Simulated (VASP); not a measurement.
Here is a VASP 6.6.1 calculation.

The input POSCAR:

```
GaP
1.0
    3.4566600000      0.0000000000      0.0000000000
    0.0000000000      3.4566600000      0.0000000000
    0.0000000000      0.0000000000      2.8025600000
Ga P
1 1
Direct
    0.0000000000      0.0000000000      0.0000000000
    0.5000000000      0.5000000000      0.5000000000
```

File INCAR.step1:

```
SYSTEM = GaP
PREC     = Accurate       ! precision mode
ENCUT    = 600            ! plane-wave cutoff, eV
EDIFF    = 1E-5           ! SCF threshold, eV
ISMEAR   = -1             ! smearing method
SIGMA    = 0.05           ! smearing width, eV
LREAL    = .FALSE.        ! projectors in reciprocal space
LASPH    = .TRUE.         ! aspherical terms in the spheres
NELM     = 100            ! most SCF steps
ALGO     = Normal         ! electronic algorithm
LWAVE    = .TRUE.         ! write WAVECAR
LCHARG   = .FALSE.        ! write CHGCAR
GGA      = PE             ! functional
NBANDS   = 16             ! bands
```

INCAR.step2

```
SYSTEM = GaP
PREC     = Accurate       ! precision mode
ENCUT    = 600            ! plane-wave cutoff, eV
EDIFF    = 1E-6           ! SCF threshold, eV
ISMEAR   = -1             ! smearing method
SIGMA    = 0.05           ! smearing width, eV
LREAL    = .FALSE.        ! projectors in reciprocal space
LASPH    = .TRUE.         ! aspherical terms in the spheres
NELM     = 100            ! most SCF steps
ALGO     = Normal         ! electronic algorithm
ISIF     = 3              ! what is computed and relaxed
LWAVE    = .FALSE.        ! write WAVECAR
LCHARG   = .FALSE.        ! write CHGCAR
GGA      = PE             ! functional
LHFCALC  = .TRUE.         ! exact exchange
AEXX     = 1.0            ! exact-exchange fraction
ALDAC    = 0.0          
AGGAC    = 0.0          
PRECFOCK = Normal       
IBRION   = 2              ! ionic algorithm
NSW      = 60             ! ionic steps
EDIFFG   = -0.01          ! ionic threshold
ISTART   = 1
```

File KPOINTS:

```
regular mesh
0
G
  4 4 5
  0 0 0
```

Potentials or basis: VASP PAW PBE potentials, release 64 (Ga_d, P).

Run with:

```sh
$ cat potpaw_PBE.64/Ga_d/POTCAR potpaw_PBE.64/P/POTCAR > POTCAR
$ cp INCAR.step1 INCAR
$ mpirun -np 1 vasp_std > vasp.out
$ cp INCAR.step2 INCAR
$ mpirun -np 1 vasp_std > vasp.out
```

(1) What does it give for the relaxed cell?

(2) Estimate the space group after relaxing (to 0.1 Å).

Answers

(1) a = 3.477 Å, b = 3.477 Å, c = 2.993 Å, α = 90.00°, β = 90.00°, γ = 90.00°.

(2) P4/mmm (No. 123).

Caveat: the k points lie up to 0.45 Å⁻¹ apart in the final cell, too coarse for converged energies and pressures of a metal.
